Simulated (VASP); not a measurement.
Write the native input for VASP 6.6.1 that does the following.

| Quantity | Value |
| --- | --- |
| Task | single point |
| Functional | r2SCAN |
| Potentials or basis | VASP PAW PBE potentials, release 64 (Si) |
| Cutoff | 550 eV |
| k mesh | 9 × 9 × 8 |
| Occupations | gaussian, width 0.15 eV |
| Spin | no spin polarisation |
| Dipole correction | no |
| Further INCAR settings | ALGO = Normal; EDIFF = 1e-06; NBANDS = 8 |

Crystal: Si.

```xyz
1
Lattice="-1.6176 1.6216 1.3472 1.6142 -1.6189 1.3396 1.6374 1.6387 -1.3438" Properties=species:S:1:pos:R:3 pbc="T T T"
Si    0.0000    0.0000    0.0000
```

One way to write it, as run:

POSCAR

```
Si
1.0
   -1.6175949866      1.6216482086      1.3471672078
    1.6141707128     -1.6189127829      1.3395699124
    1.6373719148      1.6386897111     -1.3437928506
Si
1
Direct
    0.0000000000      0.0000000000      0.0000000000
```

INCAR.step1

```
  ALGO = Normal
  EDIFF = 1E-5
  ENCUT = 550
  GGA = PE
  GGA_COMPAT = F
  ISMEAR = 0
  LASPH = T
  LCHARG = F
  LREAL = F
  LWAVE = T
  NBANDS = 8
  NELM = 120
  PREC = Accurate
  SIGMA = 0.15
```

INCAR.step2

```
  ALGO = Normal
  EDIFF = 1E-6
  ENCUT = 550
  GGA_COMPAT = F
  ISIF = 2
  ISMEAR = 0
  ISTART = 1
  LASPH = T
  LCHARG = T
  LELF = T
  LMIXTAU = T
  LREAL = F
  LVHAR = T
  LWAVE = F
  METAGGA = R2SCAN
  NBANDS = 8
  NELM = 120
  PREC = Accurate
  SIGMA = 0.15
```

KPOINTS

```
k-points
0
Gamma
  9 9 8
```

Potentials or basis: VASP PAW PBE potentials, release 64 (Si).

Run with:

```console
$ cat potpaw_PBE.64/Si/POTCAR > POTCAR
$ cp INCAR.step1 INCAR
$ mpirun -np 1 vasp_std > vasp.out
$ cp INCAR.step2 INCAR
$ mpirun -np 1 vasp_std > vasp.out
```

It gave:

| Item | Value |
| --- | --- |
| Pressure | -1.8 GPa |
| Band gap on the k mesh | zero (bands 2 and 3 overlap by 14.00 eV) |

Caveat: the PAW data sets were made with another functional, which shifts forces and pressure a little.

Wall time 46 s on 1 thread of Intel(R) Xeon(R) 6975P-C (Granite Rapids), with other jobs on the host, peak memory 0.14 GiB.
